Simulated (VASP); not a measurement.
Write the native input for VASP 6.6.1 that does the following.

```
Task                   : single point
Functional             : r2SCAN
Potentials or basis    : VASP PAW PBE potentials, release 64 (O)
Cutoff                 : 520 eV
k mesh                 : 14 × 14 × 14
Occupations            : gaussian, width 0.15 eV
Spin                   : no spin polarisation
Dipole correction      : no
Further INCAR settings : ALGO = Normal; EDIFF = 1e-06; NBANDS = 13
```

Crystal: O.

```xyz
2
Lattice="-1.7718 1.7718 0.0000 1.7718 1.7718 0.0000 0.0000 -1.7718 -3.1444" Properties=species:S:1:pos:R:3 pbc="T T T"
O     0.0000    0.0000    0.0000
O     0.0000    1.7718    0.0000
```

The input as run:

POSCAR

```
O
1.0
   -1.7718202007      1.7718202007      0.0000000000
    1.7718202007      1.7718202007      0.0000000000
    0.0000000000     -1.7718202007     -3.1443785697
O
2
Direct
    0.0000000000      0.0000000000      0.0000000000
    0.5000000000      0.5000000000      0.0000000000
```

INCAR.step1

```
SYSTEM = O
PREC = Accurate
ENCUT = 520
ISMEAR = 0
SIGMA = 0.15
LREAL = .False.
LASPH = .True.
NELM = 80
NBANDS = 13
GGA = PE
ALGO = Normal
EDIFF = 1E-4
LWAVE = .True.
LCHARG = .False.
```

INCAR.step2

```
SYSTEM = O
PREC = Accurate
ENCUT = 520
EDIFF = 1E-6
ISMEAR = 0
SIGMA = 0.15
LREAL = .False.
LASPH = .True.
NELM = 80
ALGO = Normal
ISIF = 2
LWAVE = .False.
LCHARG = .False.
METAGGA = R2SCAN
LMIXTAU = .True.
NBANDS = 13
ISTART = 1
```

KPOINTS

```
Automatic mesh
0
Gamma
  14 14 14
  0 0 0
```

Potentials or basis: VASP PAW PBE potentials, release 64 (O).

Run with:

```sh
$ cat potpaw_PBE.64/O/POTCAR > POTCAR
$ cp INCAR.step1 INCAR
$ mpirun -np 1 vasp_std > vasp.out
$ cp INCAR.step2 INCAR
$ mpirun -np 1 vasp_std > vasp.out
```

It gave:

The pressure is -0.2 GPa and the band gap on the k mesh is zero (bands 6 and 7 overlap by 1.97 eV).

Caveat: the PAW data sets were made with another functional, which shifts forces and pressure a little.

Wall time 77 s on 1 thread of Intel(R) Xeon(R) 6975P-C (Granite Rapids), with other jobs on the host, peak memory 0.16 GiB.
